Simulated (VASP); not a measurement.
# InTeN (P4/nmm) in VASP: density of states with PBE

Aim: the density of states of InTeN with PBE.

All numbers are computed with VASP 6.6.1; they aren't measurements. Logs are shortened: lines on timing, memory, paths and dates and some standing lists are left out, and cuts for length are marked.

### 1 The cell of the first run

It takes space group P4/nmm (No. 129, tetragonal). The conventional cell has a = 3.924 Å, b = 3.924 Å, c = 7.509 Å, α = 90.00°, β = 90.00°, γ = 90.00°. In (site symmetry 4mm) has 4 N at 2.28 Å within 3.0 Å. N (site symmetry -4m2) has 4 In at 2.28 Å and 4 N at 2.77 Å within 3.0 Å. Within 4.2 Å of Te (site symmetry 4mm) lie 6 In at 3.21 to 3.93 Å and 4 N at 3.40 Å and 8 Te at 3.40 to 3.92 Å.

### 2 Density of states, PBE

POSCAR reads:

```
InTeN
1.0
    3.9243460000      0.0000000000      0.0000000000
    0.0000000000      3.9243460000      0.0000000000
    0.0000000000      0.0000000000      7.5094390000
In N Te
2 2 2
Direct
    0.5000000000      0.0000000000      0.1550000000
    0.0000000000      0.5000000000      0.8450000000
    0.0000000000      0.0000000000      0.0000000000
    0.5000000000      0.5000000000      0.0000000000
    0.5000000000      0.0000000000      0.6310000000
    0.0000000000      0.5000000000      0.3690000000
```

INCAR.step1 reads:

```
PREC = Accurate
ENCUT = 520
EDIFF = 1E-7
ISMEAR = -1
SIGMA = 0.1
LREAL = False
LASPH = True
NELM = 80
ALGO = Normal
ISIF = 2
LWAVE = False
LCHARG = True
GGA = PE
NBANDS = 33
```

KPOINTS.step1 reads:

```
Automatic mesh
0
Gamma
  9 9 5
```

INCAR.step2 reads:

```
PREC = Accurate
ENCUT = 520
EDIFF = 1E-7
ISMEAR = -5
SIGMA = 0.1
LREAL = False
LASPH = True
NELM = 80
ALGO = Normal
ISIF = 2
LWAVE = False
LCHARG = False
GGA = PE
LORBIT = 10
NBANDS = 33
NEDOS = 1001
ICHARG = 11
```

KPOINTS.step2 reads:

```
Automatic mesh
0
Gamma
  14 14 8
```

Potentials or basis: VASP PAW PBE potentials, release 64 (In_d, N, Te).

Launch:

```console
> cat potpaw_PBE.64/In_d/POTCAR potpaw_PBE.64/N/POTCAR potpaw_PBE.64/Te/POTCAR > POTCAR
> cp INCAR.step1 INCAR
> cp KPOINTS.step1 KPOINTS
> mpirun -np 1 vasp_std > vasp.out
> cp INCAR.step2 INCAR
> cp KPOINTS.step2 KPOINTS
> mpirun -np 1 vasp_std > vasp.out
```

OUTCAR:

```text
PREC = Accurate
   ENCUT = 520
   EDIFF = 1E-7
   ISMEAR = -5
   LREAL = False
   LASPH = True
   NELM = 80
   ISIF = 2
   GGA = PE
   LORBIT = 10
   ICHARG = 11

 ion  position               nearest neighbor table
   1  0.500  0.000  0.155-   3 2.28   4 2.28   4 2.28   3 2.28   6 3.21   6 3.21   6 3.21   6 3.21
                             5 3.57   2 3.62   2 3.62   2 3.62   2 3.62
   2  0.000  0.500  0.845-   3 2.28   4 2.28   3 2.28   4 2.28   5 3.21   5 3.21   5 3.21   5 3.21
                             6 3.57   1 3.62   1 3.62   1 3.62   1 3.62
   3  0.000  0.000  0.000-   1 2.28   2 2.28   2 2.28   1 2.28
   4  0.500  0.500  0.000-   1 2.28   2 2.28   1 2.28   2 2.28
   5  0.500  0.000  0.631-   2 3.21   2 3.21   2 3.21   2 3.21   6 3.40   6 3.40   6 3.40   6 3.40
                             1 3.57
   6  0.000  0.500  0.369-   1 3.21   1 3.21   1 3.21   1 3.21   5 3.40   5 3.40   5 3.40   5 3.40
                             2 3.57

  LATTYP: Found a simple tetragonal cell.
 ALAT       =     3.9243460000
 C/A-ratio  =     1.9135517103

  Lattice vectors:

 A1 = (   3.9243460000,   0.0000000000,   0.0000000000)
 A2 = (   0.0000000000,   3.9243460000,   0.0000000000)
 A3 = (   0.0000000000,   0.0000000000,   7.5094390000)

Analysis of symmetry for initial positions (statically):
=====================================================================
 Subroutine PRICEL returns:
 Original cell was already a primitive cell.

 Routine SETGRP: Setting up the symmetry group for a
 simple tetragonal supercell.

 Subroutine GETGRP returns: Found 16 space group operations
 (whereof  8 operations were pure point group operations)
 out of a pool of 16 trial point group operations.

The static configuration has the point symmetry D_2d.
 The point group associated with its full space group is D_4h.

Analysis of symmetry for dynamics (positions and initial velocities):
=====================================================================
 Subroutine PRICEL returns:
 Original cell was already a primitive cell.

 Routine SETGRP: Setting up the symmetry group for a
 simple tetragonal supercell.

 Subroutine GETGRP returns: Found 16 space group operations
 (whereof  8 operations were pure point group operations)
 out of a pool of 16 trial point group operations.

The dynamic configuration has the point symmetry D_2d.
 The point group associated with its full space group is D_4h.

 Subroutine INISYM returns: Found 16 space group operations
 (whereof  8 operations are pure point group operations),
 and found     1 'primitive' translations

----------------------------------------------------------------------------------------

                                     Primitive cell

  volume of cell :     115.6491

  direct lattice vectors                    reciprocal lattice vectors
     3.924346000  0.000000000  0.000000000     0.254819529  0.000000000  0.000000000
     0.000000000  3.924346000  0.000000000     0.000000000  0.254819529  0.000000000
     0.000000000  0.000000000  7.509439000     0.000000000  0.000000000  0.133165740

  length of vectors
     3.924346000  3.924346000  7.509439000     0.254819529  0.254819529  0.133165740

  position of ions in fractional coordinates (direct lattice)
     0.500000000  0.000000000  0.155000000
     0.000000000  0.500000000  0.845000000
     0.000000000  0.000000000  0.000000000
     0.500000000  0.500000000  0.000000000
     0.500000000  0.000000000  0.631000000
     0.000000000  0.500000000  0.369000000

  ion indices of the primitive-cell ions
   primitive index   ion index
                 1           1
                 2           2
                 3           3
                 4           4
                 5           5
                 6           6

----------------------------------------------------------------------------------------

 KPOINTS: Automatic mesh

Automatic generation of k-mesh.
 Grid dimensions read from file:
 generate k-points for:   14   14    8

 Generating k-lattice:

  Cartesian coordinates                     Fractional coordinates (reciprocal lattice)
     0.018201395  0.000000000  0.000000000     0.071428571  0.000000000  0.000000000
     0.000000000  0.018201395  0.000000000     0.000000000  0.071428571  0.000000000
     0.000000000  0.000000000  0.016645717     0.000000000  0.000000000  0.125000000

  Length of vectors
     0.018201395  0.018201395  0.016645717

  Shift w.r.t. Gamma in fractional coordinates (k-lattice)
     0.000000000  0.000000000  0.000000000

 TETIRR: Found   2352 inequivalent tetrahedra from     9408

 Subroutine IBZKPT returns following result:
 ===========================================

 Found    180 irreducible k-points:

 Following reciprocal coordinates:
            Coordinates               Weight
  0.000000  0.000000  0.000000      1.000000
  0.071429  0.000000  0.000000      4.000000
  0.142857  0.000000  0.000000      4.000000
  0.214286  0.000000  0.000000      4.000000
  0.285714  0.000000  0.000000      4.000000
  0.357143  0.000000  0.000000      4.000000
[... 16 lines left out ...]
  0.285714  0.214286  0.000000      8.000000
  0.357143  0.214286  0.000000      8.000000
 [... further k-points ...]
   k-points           NKPTS =    180   k-points in BZ     NKDIM =    180   number of bands    NBANDS=     33
   number of dos      NEDOS =   1001   number of ions     NIONS =      6
   total plane-waves  NPLWV =  50400
   dimension x,y,z NGX =    30 NGY =   30 NGZ =   56
   dimension x,y,z NGXF=    60 NGYF=   60 NGZF=  112
   ions per type =               2   2   2
   NGX,Y,Z   is equivalent  to a cutoff of  12.71, 12.71, 12.40 a.u.
   NGXF,Y,Z  is equivalent  to a cutoff of  25.42, 25.42, 24.79 a.u.
 SYSTEM =  unknown system
   PREC   = accura    normal or accurate (medium, high low for compatibility)
   ISTART =      0    job   : 0-new  1-cont  2-samecut
   ICHARG =     11    charge: 1-file 2-atom 10-const
   ISPIN  =      1    spin polarized calculation?
   LNONCOLLINEAR =      F non collinear calculations
   LSORBIT =      F    spin-orbit coupling
   LASPH  =      T    aspherical Exc in radial PAW
   ENCUT  =  520.0 eV  38.22 Ry    6.18 a.u.   7.30  7.30 13.96*2*pi/ulx,y,z
   NELM   =     80;   NELMIN=  2; NELMDL=  0     # of ELM steps
   EDIFF  = 0.1E-06   stopping-criterion for ELM
   LREAL  =      F    real-space projection
   EDIFFG = 0.1E-05   stopping-criterion for IOM
   NSW    =      0    number of steps for IOM
   IBRION =     -1    ionic relax: 0-MD 1-quasi-New 2-CG
   NFREE  =      0    steps in history (QN), initial steepest desc. (CG)
   ISIF   =      2    stress and relaxation
   ISYM   =      2    0-nonsym 1-usesym 2-fastsym
   POTIM  = 0.5000    time-step for ionic-motion
   TEBEG  =    0.0;   TEEND  =   0.0 temperature during run
   PSTRESS=    0.0 pullay stress
   NELECT =      48.0000    total number of electrons
   NUPDOWN=      -1.0000    fix difference up-down
   EMIN   =  10.00;   EMAX   =-10.00  energy-range for DOS
   EFERMI =   0.00;   METHOD = LEGACY
   ISMEAR =    -5;   SIGMA  =   0.10  broadening in eV -4-tet -1-fermi 0-gaus
   EFERMI_NEDOS =   21; number of points for ismear=-14 and -15
   IALGO  =     38    algorithm
   IMIX   =      4    mixing-type and parameters
     AMIX     =   0.40;   BMIX     =  1.00
     AMIX_MAG =   1.60;   BMIX_MAG =  1.00
  volume/ion in A,a.u.               =      19.27       130.07
  Fermi-wavevector in a.u.,A,eV,Ry     =   1.221166  2.307668 20.289625  1.491245
  Thomas-Fermi vector in A             =   2.356357
   LORBIT       =     10    0 simple, 1 ext, 2 COOP (PROOUT), +10 PAW based schemes
   GGA     = PE    functional components
   LHFCALC =     F    Hartree Fock is set to
   AEXX    =    0.0000 exact exchange contribution
   IVDW    =     0    specifies the selected vdW correction
   LEPSILON=     F    determine dielectric tensor
   LRPA    =     F    only Hartree local field effects (RPA)
 non-spin polarized calculation
 Fermi weights with tetrahedron method with Bloechl corrections
  energy-cutoff  :      520.00
  volume of cell :      115.65
 maximum number of plane-waves:      3140
 NGX is ok and might be reduce to    30

 number of electron      47.9999997 magnetization

 Free energy of the ion-electron system (eV)
  ---------------------------------------------------
  ext. energy  EPLUGINS =         0.00000000
  ---------------------------------------------------
  free energy    TOTEN  =       -23.07027430 eV

  energy without entropy =      -23.07027430  energy(sigma->0) =      -23.07027430

 E-fermi :   7.7668     XC(G=0): -10.6892

 val. band max:        7.8000530552   @ k =   0.3571   0.2143   0.5000
 cond. band min:       7.7132404527   @ k =   0.5000   0.2143   0.1250
 fundamental gap:     -0.0868126025
 Fermi energy:         7.7667854736

 k-point     1 :       0.0000    0.0000    0.0000
  band No.  band energies     occupation
      1      -7.3569      2.00000
      2      -7.1731      2.00000
      3      -6.4051      2.00000
      4      -6.4051      2.00000
      5      -6.3616      2.00000
      6      -6.3252      2.00000
[... 25 lines left out ...]
     32      14.7371      0.00000
     33      14.9667      0.00000

 k-point     2 :       0.0714    0.0000    0.0000
  band No.  band energies     occupation
      1      -7.3436      2.00000
      2      -7.1738      2.00000
      3      -6.4037      2.00000
      4      -6.4028      2.00000
      5      -6.3574      2.00000
      6      -6.3218      2.00000
[... 25 lines left out ...]
     32      14.7564      0.00000
     33      14.8376      0.00000
[... 754 lines left out ...]
     32      15.0626      0.00000
     33      15.5846      0.00000

 k-point    24 :       0.3571    0.2143    0.0000
  band No.  band energies     occupation
      1      -7.2268      2.00000
      2      -7.2101      2.00000
      3      -6.3377      2.00000
      4      -6.3116      2.00000
      5      -6.2914      2.00000
      6      -6.2608      2.00000
[... 25 lines left out ...]
     32      15.2371      0.00000
     33      15.3695      0.00000

 [... further k-points ...]

------------------------ aborting loop because EDIFF is reached ----------------------------------------

  FORCE on cell =-STRESS in cart. coord.  units (eV):
  Direction    XX          YY          ZZ          XY          YZ          ZX
  --------------------------------------------------------------------------------------
  -------------------------------------------------------------------------------------
  Total        1.8469641      1.8469641      0.6974618      0.0000000      0.0000000      0.0000000
  in kB       25.5874471     25.5874471      9.6624874      0.0000000      0.0000000      0.0000000
  external PRESSURE =      20.2791272 kB  Pullay stress =       0.0000000 kB

 VOLUME and BASIS-vectors are now :
 -----------------------------------------------------------------------------
  energy-cutoff  :      520.00
  volume of cell :      115.65
      direct lattice vectors                 reciprocal lattice vectors
     3.924346000  0.000000000  0.000000000     0.254819529  0.000000000  0.000000000
     0.000000000  3.924346000  0.000000000     0.000000000  0.254819529  0.000000000
     0.000000000  0.000000000  7.509439000     0.000000000  0.000000000  0.133165740

 POSITION                                       TOTAL-FORCE (eV/Angst)
 -----------------------------------------------------------------------------------
      1.96217      0.00000      1.16396        -0.000000     -0.000000     -1.382246
      0.00000      1.96217      6.34548         0.000000     -0.000000      1.382246
      0.00000      0.00000      0.00000         0.000000      0.000000      0.000000
      1.96217      1.96217      0.00000         0.000000     -0.000000      0.000000
      1.96217      0.00000      4.73846         0.000000      0.000000     -0.721837
      0.00000      1.96217      2.77098         0.000000     -0.000000      0.721837
 -----------------------------------------------------------------------------------
    total drift:                                0.000000      0.000000      0.000000

  FREE ENERGIE OF THE ION-ELECTRON SYSTEM (eV)
  ---------------------------------------------------
  free  energy   TOTEN  =       -23.0702742994 eV

  energy  without entropy=      -23.0702742994  energy(sigma->0) =      -23.07027430

 total charge

# of ion       s       p       d       tot
------------------------------------------
    1        0.746   0.636   9.950  11.332
    2        0.746   0.636   9.950  11.332
    3        1.318   2.227   0.000   3.544
    4        1.318   2.227   0.000   3.544
    5        1.432   1.805   0.039   3.276
    6        1.432   1.805   0.039   3.276
--------------------------------------------------
tot          6.991   9.335  19.978  36.304
```

Run time: 9 min. Hardware: 1 thread of Intel Xeon Platinum 8259CL at 2.50GHz (Skylake/Cascade Lake), shared host; peak memory 0.65 GiB.

What came out:

```
Valence electrons inside the program's atomic spheres : In 11.33; N 3.54; Te 3.28
```

Levels at points of the mesh, in eV from the Fermi level:
| k point | band 22 | band 23 | band 24 | band 25 | band 26 | band 27 |
| --- | --- | --- | --- | --- | --- | --- |
| (0.00, 0.00, 0.00) | -0.48 | -0.25 | -0.25 | 0.20 | 0.20 | 0.36 |
| (0.50, 0.00, 0.00) | -1.71 | -0.34 | -0.34 | -0.18 | -0.18 | 2.52 |
| (0.50, 0.50, 0.00) | -2.85 | -0.11 | -0.11 | 0.66 | 0.66 | 1.15 |
| (0.00, 0.00, 0.50) | -0.68 | -0.12 | -0.12 | 0.73 | 0.73 | 1.93 |
| (0.50, 0.00, 0.50) | -2.03 | -0.43 | -0.43 | 0.63 | 0.63 | 2.26 |
| (0.50, 0.50, 0.50) | -1.92 | -1.88 | -1.88 | -0.15 | -0.15 | 0.66 |

Caveat: spin-orbit coupling is left out, which moves the levels of the heavy elements; tetrahedron occupations give inexact forces and stress in metals.
